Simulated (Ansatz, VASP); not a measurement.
**One calculation of InP, two programs**

The input INCAR:

```
SYSTEM = InP
PREC = Accurate ; ENCUT = 520
EDIFF = 1E-6 ; ISMEAR = -1
SIGMA = 0.01 ; LREAL = .FALSE.
LASPH = .TRUE. ; NELM = 150
ALGO = Normal ; ISIF = 2
LWAVE = .FALSE. ; LCHARG = .FALSE.
MAGMOM = 0 0 0 0 0 0 ; LORBIT = 11
LSORBIT = .TRUE. ; GGA_COMPAT = .FALSE.
LORBMOM = .TRUE. ; GGA = PS
NBANDS = 30
```

The input KPOINTS:

```
Automatic mesh
0
G
  8 8 8
  0 0 0
```

Contents of POSCAR:

```
InP
1.0
    2.9245857483      2.9245857483      0.0000000000
   -2.9245857483      2.9245857483      0.0000000000
    0.0000000000      2.9245857483      2.9552071279
In P
1 1
Direct
    0.0000000000      0.0000000000      0.0000000000
    0.7500000000      0.2500000000      0.5000000000
```

Input for Ansatz:

```yaml
crystal:
  lattice:
    - [2.9245857483, 2.9245857483, 0.0]
    - [-2.9245857483, 2.9245857483, 0.0]
    - [0.0, 2.9245857483, 2.95520712789]
  atoms:
    - { symbol: In, position: [0.0, 0.0, 0.0] }
    - { symbol: P, position: [0.75, 0.25, 0.5] }
kpoints:
  mp_grid: { grid: [8, 8, 8] }
scf:
  occupations: { method: fermi_dirac, width: 0.01 }
  convergence: { dr2_threshold: 1.0e-10 }
hamiltonian:
  xc: pbesol
  pseudopotentials: { kind: all_electron, lapw: { basis_error: 0.0005 } }
magnetization:
  noncollinear: true
  spin_orbit: true
output:
  forces: true
  stress: true
  eigenstates:
    kpoints:
      - [0.0, 0.0, 0.0]
      - [-0.5, -0.5, -0.5]
      - [-0.5, 0.5, 0.0]
      - [0.0, 0.0, -0.5]
      - [0.0, -0.5, -0.5]
      - [0.0, 0.5, 0.0]
      - [-0.5, 0.0, 0.0]
      - [-0.5, 0.0, -0.5]
  eigenvalues: true
```

Change from the starting cell: film at in-plane strain -0.005.

Alike in both runs: task single point; functional PBEsol; k mesh 8 × 8 × 8; occupations fermi-dirac, width 0.01 eV; non-collinear spin, spin-orbit coupling.

```csv
,VASP,Ansatz
version,VASP 6.6.1,Ansatz 0.2.0
potentials or method,"VASP PAW PBE potentials, release 64 (In_d, P), cutoff 520 eV",all-electron LAPW
```

```csv
,VASP,Ansatz,Ansatz less VASP
pressure (GPa),0.2,0.2,-0.02
"traceless stress, the component that is largest in VASP (GPa)",-0.30,-0.30,0.000
net moment per atom (μB),0.00,0.00,0.000
```

VASP's potentials were made for PBE, not for PBEsol. Ansatz ran all-electron here, and VASP with PAW potentials.
